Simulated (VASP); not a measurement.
# SiO2 (P4_2/mnm) in VASP: a series of runs, part 2 of 2

VASP 6.6.1.

### Step 3. Single point, PBE

This run uses another cell than the first one, of 8.16 Å³/atom, 1.002 times its volume.

INCAR

```
PREC = Accurate
ENCUT = 520
EDIFF = 1E-7
ISMEAR = 0
SIGMA = 0.05
LREAL = False
LASPH = True
NELM = 100
ALGO = Normal
ISIF = 2
LWAVE = False
LCHARG = True
GGA = PE
LELF = True
LVHAR = True
NBANDS = 25
```

KPOINTS

```
regular mesh
0
Gamma
  6 6 8
```

POSCAR

```
SiO2
1.0
    4.2676000000      0.0000000000      0.0000000000
    0.0000000000      4.2676000000      0.0000000000
    0.0000000000      0.0000000000      2.6897743053
Si O
2 4
Direct
    0.5000000000      0.5000000000      0.5000000000
    0.0000000000      0.0000000000      0.0000000000
    0.6930127928      0.6930127928      0.0000000000
    0.1930127928      0.8069872072      0.5000000000
    0.3069872072      0.3069872072      0.0000000000
    0.8069872072      0.1930127928      0.5000000000
```

Potentials or basis: VASP PAW PBE potentials, release 64 (Si, O).

On the command line:

```console
cat potpaw_PBE.64/Si/POTCAR potpaw_PBE.64/O/POTCAR > POTCAR
mpirun -np 1 vasp_std > vasp.out
```

OUTCAR:

```text
PREC = Accurate
   ENCUT = 520
   EDIFF = 1E-7
   ISMEAR = 0
   LREAL = False
   LASPH = True
   NELM = 100
   ISIF = 2
   GGA = PE

 ion  position               nearest neighbor table
   1  0.500  0.500  0.500-   3 1.78   5 1.78   3 1.78   5 1.78   4 1.85   6 1.85
   2  0.000  0.000  0.000-   4 1.78   6 1.78   4 1.78   6 1.78   5 1.85   3 1.85
   3  0.693  0.693  0.000-   1 1.78   1 1.78   2 1.85
   4  0.193  0.807  0.500-   2 1.78   2 1.78   1 1.85
   5  0.307  0.307  0.000-   1 1.78   1 1.78   2 1.85
   6  0.807  0.193  0.500-   2 1.78   2 1.78   1 1.85
[... 882 lines left out ...]
  -------------------------------------------------------------------------------------
  Total       -1.4258837     -1.4258837     -0.5490282      0.0000000      0.0000000      0.0000000
  in kB      -46.6349422    -46.6349422    -17.9565127      0.0000000      0.0000000      0.0000000
  external PRESSURE =     -37.0754657 kB  Pullay stress =       0.0000000 kB

 VOLUME and BASIS-vectors are now :
 -----------------------------------------------------------------------------
  energy-cutoff  :      520.00
  volume of cell :       48.99
      direct lattice vectors                 reciprocal lattice vectors
     4.267600000  0.000000000  0.000000000     0.234323742  0.000000000  0.000000000
     0.000000000  4.267600000  0.000000000     0.000000000  0.234323742  0.000000000
     0.000000000  0.000000000  2.689774305     0.000000000  0.000000000  0.371778405

 POSITION                                       TOTAL-FORCE (eV/Angst)
 -----------------------------------------------------------------------------------
      2.13380      2.13380      1.34489         0.000000      0.000000     -0.000000
      0.00000      0.00000      0.00000         0.000000      0.000000     -0.000000
      2.95750      2.95750      0.00000        -0.098108     -0.098108      0.000000
      0.82370      3.44390      1.34489        -0.098108      0.098108     -0.000000
      1.31010      1.31010      0.00000         0.098108      0.098108     -0.000000
      3.44390      0.82370      1.34489         0.098108     -0.098108      0.000000
 -----------------------------------------------------------------------------------
    total drift:                                0.000000      0.000000     -0.000000

  FREE ENERGIE OF THE ION-ELECTRON SYSTEM (eV)
  ---------------------------------------------------
  free  energy   TOTEN  =       -46.3077077664 eV

  energy  without entropy=      -46.3077077664  energy(sigma->0) =      -46.30770777
```

OSZICAR:

```text
N       E                     dE             d eps       ncg     rms          rms(c)
DAV:   1     0.136000480323E+03    0.13600E+03   -0.17581E+04  2540   0.123E+03
DAV:   2    -0.439500628251E+02   -0.17995E+03   -0.17266E+03  3168   0.279E+02
DAV:   3    -0.508084568382E+02   -0.68584E+01   -0.68273E+01  3345   0.518E+01
DAV:   4    -0.508535211748E+02   -0.45064E-01   -0.45052E-01  2829   0.488E+00
DAV:   5    -0.508538916795E+02   -0.37050E-03   -0.37043E-03  3374   0.420E-01    0.167E+01
DAV:   6    -0.462335608692E+02    0.46203E+01   -0.13184E+01  3117   0.243E+01    0.754E+00
DAV:   7    -0.462883897720E+02   -0.54829E-01   -0.79318E-01  3161   0.495E+00    0.285E+00
DAV:   8    -0.463009545347E+02   -0.12565E-01   -0.27914E-02  3196   0.142E+00    0.107E+00
DAV:   9    -0.463075172584E+02   -0.65627E-02   -0.10072E-02  3140   0.836E-01    0.259E-01
DAV:  10    -0.463077330811E+02   -0.21582E-03   -0.60433E-04  3199   0.173E-01    0.481E-02
DAV:  11    -0.463077064222E+02    0.26659E-04   -0.10064E-04  3186   0.722E-02    0.104E-02
DAV:  12    -0.463077076221E+02   -0.11999E-05   -0.64874E-06  3135   0.177E-02    0.361E-03
DAV:  13    -0.463077077835E+02   -0.16142E-06   -0.64213E-07  3204   0.566E-03    0.368E-03
DAV:  14    -0.463077077664E+02    0.17149E-07   -0.20564E-08  2184   0.100E-03
   1 F= -.46307708E+02 E0= -.46307708E+02  d E =-.227844E-22
```

It took 29 s on 1 thread of Intel Xeon Platinum 8375C at 2.90GHz (Ice Lake), shared host; peak memory 0.18 GiB.

What came out:

- Free energy: -46.3077 eV
- Pressure: -3.7 GPa
- Largest force: 0.139 eV/Å
- Band gap on the k mesh: 4.80 eV, direct

Forces in eV/Å, atoms in the order of the input:
```
Si   0.000  0.000  0.000
Si   0.000  0.000  0.000
O   -0.098 -0.098  0.000
O   -0.098  0.098  0.000
O    0.098  0.098  0.000
O    0.098 -0.098  0.000
```

Levels at points of the mesh, in eV from the valence-band top:
| k point | band 14 | band 15 | band 16 | band 17 | band 18 | band 19 |
| --- | --- | --- | --- | --- | --- | --- |
| (0.00, 0.00, 0.00) | -0.85 | -0.85 | 0.00 | 4.80 | 6.66 | 8.27 |
| (0.50, 0.00, 0.00) | -2.55 | -1.04 | -1.04 | 7.15 | 7.15 | 8.88 |
| (0.50, 0.50, 0.00) | -2.48 | -2.14 | -2.14 | 6.90 | 6.90 | 9.73 |
| (0.00, 0.00, 0.50) | -2.78 | -2.51 | -2.51 | 8.42 | 8.42 | 11.95 |
| (0.50, 0.00, 0.50) | -2.19 | -1.63 | -1.63 | 8.25 | 8.25 | 9.21 |
| (0.50, 0.50, 0.50) | -1.72 | -1.44 | -1.44 | 6.61 | 6.61 | 10.54 |

### Step 4. Single point, PBE

This run uses another cell than the first one, of the same volume but with other edges.

INCAR

```
SYSTEM = SiO2
PREC = Accurate
ENCUT = 520
EDIFF = 1E-7
ISMEAR = 0
SIGMA = 0.05
LREAL = .FALSE.
LASPH = .TRUE.
NELM = 60
ALGO = Normal
ISIF = 2
LWAVE = .FALSE.
LCHARG = .FALSE.
GGA = PE
NBANDS = 25
```

KPOINTS

```
Automatic mesh
0
G
  6 6 8
  0 0 0
```

Edit POSCAR of step 3 so:

```diff
@@ -2,5 +2,5 @@
 1.0
-    4.2676000000      0.0000000000      0.0000000000
-    0.0000000000      4.2676000000      0.0000000000
-    0.0000000000      0.0000000000      2.6897743053
+    4.3312000000      0.0000000000      0.0000000000
+    0.0000000000      4.3312000000      0.0000000000
+    0.0000000000      0.0000000000      2.6091000000
 Si O
```

On the command line:

```console
cat potpaw_PBE.64/Si/POTCAR potpaw_PBE.64/O/POTCAR > POTCAR
mpirun -np 1 vasp_std > vasp.out
```

Run time: 29 s. Hardware: 1 thread of Intel Xeon Platinum 8375C at 2.90GHz (Ice Lake), shared host; peak memory 0.18 GiB.

The run converged. Its results:

```yaml
Free_energy: -46.1866 eV
Pressure: -0.7 GPa
Largest_force: 0.479 eV/Å
Band_gap_on_the_k_mesh: 4.96 eV, direct
```

Forces in eV/Å, atoms in the order of the input:
```
Si   0.000  0.000  0.000
Si   0.000  0.000  0.000
O   -0.339 -0.339  0.000
O   -0.339  0.339  0.000
O    0.339  0.339  0.000
O    0.339 -0.339  0.000
```

Stress tensor (GPa, compression positive):
```
-8.68  0.00  0.00
 0.00 -8.68  0.00
 0.00  0.00 15.26
```

Levels at points of the mesh, in eV from the valence-band top:
```csv
k point,band 12,band 13,band 14,band 15,band 16,band 17,band 18,band 19,band 20,band 21
"(0.00, 0.00, 0.00)",-2.65,-2.19,-0.88,-0.88,0.00,4.96,7.43,8.86,8.86,11.01
"(0.50, 0.00, 0.00)",-3.64,-2.30,-2.30,-1.08,-1.08,7.47,7.47,9.55,9.55,10.33
"(0.50, 0.50, 0.00)",-2.74,-2.37,-2.37,-2.25,-2.25,7.31,7.31,10.28,10.28,11.91
"(0.00, 0.00, 0.50)",-4.44,-2.61,-2.61,-2.48,-2.48,8.38,8.38,11.62,11.62,12.13
"(0.50, 0.00, 0.50)",-3.71,-2.22,-2.22,-1.60,-1.60,8.20,8.20,8.89,8.89,12.06
"(0.50, 0.50, 0.50)",-4.35,-1.78,-1.78,-1.41,-1.41,6.52,6.52,10.41,10.41,11.38
```

A k mesh can miss the band edges.

### Step 5. Single point, PBE

This run uses another cell than the first one, of the same volume but with other edges.

INCAR

```
SYSTEM = SiO2
PREC = Accurate
ENCUT = 520
EDIFF = 1E-6
ISMEAR = 0
SIGMA = 0.05
LREAL = .False.
LASPH = .True.
NELM = 80
ALGO = Normal
ISIF = 2
LWAVE = .False.
LCHARG = .False.
GGA = PE
NBANDS = 25
```

KPOINTS

```
regular mesh
0
Gamma
  6 6 8
  0 0 0
```

Edit POSCAR of step 4 so:

```diff
@@ -2,5 +2,5 @@
 1.0
-    4.3312000000      0.0000000000      0.0000000000
-    0.0000000000      4.3312000000      0.0000000000
-    0.0000000000      0.0000000000      2.6091000000
+    4.2041000000      0.0000000000      0.0000000000
+    0.0000000000      4.2041000000      0.0000000000
+    0.0000000000      0.0000000000      2.7705000000
 Si O
```

On the command line:

```console
cat potpaw_PBE.64/Si/POTCAR potpaw_PBE.64/O/POTCAR > POTCAR
mpirun -np 1 vasp_std > vasp.out
```

It took 36 s on 1 thread of Intel Xeon Platinum 8375C at 2.90GHz (Ice Lake), shared host; peak memory 0.18 GiB.

It converged, with:

```yaml
Free_energy: -46.2493 eV
Pressure: -5.5 GPa
Largest_force: 0.190 eV/Å
Band_gap_on_the_k_mesh: 4.63 eV, direct
```

Forces in eV/Å, atoms in the order of the input:
```
Si   0.000  0.000  0.000
Si   0.000  0.000  0.000
O    0.135  0.135  0.000
O    0.135 -0.135  0.000
O   -0.135 -0.135  0.000
O   -0.135  0.135  0.000
```

Stress tensor (GPa, compression positive):
```
 -0.31   0.00   0.00
  0.00  -0.31   0.00
  0.00   0.00 -15.78
```

Levels at points of the mesh, in eV from the valence-band top:
```tsv
k point	band 12	band 13	band 14	band 15	band 16	band 17	band 18	band 19	band 20	band 21
(0.00, 0.00, 0.00)	-3.14	-2.62	-0.80	-0.80	0.00	4.63	6.01	7.69	7.69	10.78
(0.50, 0.00, 0.00)	-3.61	-2.71	-2.71	-0.99	-0.99	6.83	6.83	8.30	8.30	11.01
(0.50, 0.50, 0.00)	-3.28	-2.60	-2.60	-2.01	-2.01	6.53	6.53	9.26	9.26	12.93
(0.00, 0.00, 0.50)	-4.35	-2.91	-2.91	-2.49	-2.49	8.50	8.50	12.14	12.14	12.37
(0.50, 0.00, 0.50)	-3.73	-2.10	-2.10	-1.61	-1.61	8.34	8.34	9.58	9.58	12.09
(0.50, 0.50, 0.50)	-4.21	-1.61	-1.61	-1.41	-1.41	6.73	6.73	10.71	10.71	11.59
```

### Step 6. Overview

| cell | gap on the mesh (eV) | pressure (GPa) | largest force (eV/Å) |
| --- | --- | --- | --- |
| a = 4.141, b = 4.141, c = 2.851 Å, 6 atoms | 4.46 | -6.0 | 0.50 |
| a = 4.268, b = 4.268, c = 2.690 Å, 6 atoms | 4.80 | -3.7 | 0.14 |
| a = 4.331, b = 4.331, c = 2.609 Å, 6 atoms | 4.96 | -0.7 | 0.48 |
| a = 4.204, b = 4.204, c = 2.771 Å, 6 atoms | 4.63 | -5.5 | 0.19 |

Alike in all rows: task single point; level PBE; potentials or basis VASP PAW PBE potentials, release 64 (Si, O); no spin polarisation; k mesh 6 × 6 × 8; cutoff (eV) 520; smearing gaussian 0.05 eV.

Absolute energies hang on the potentials; compare differences alone.
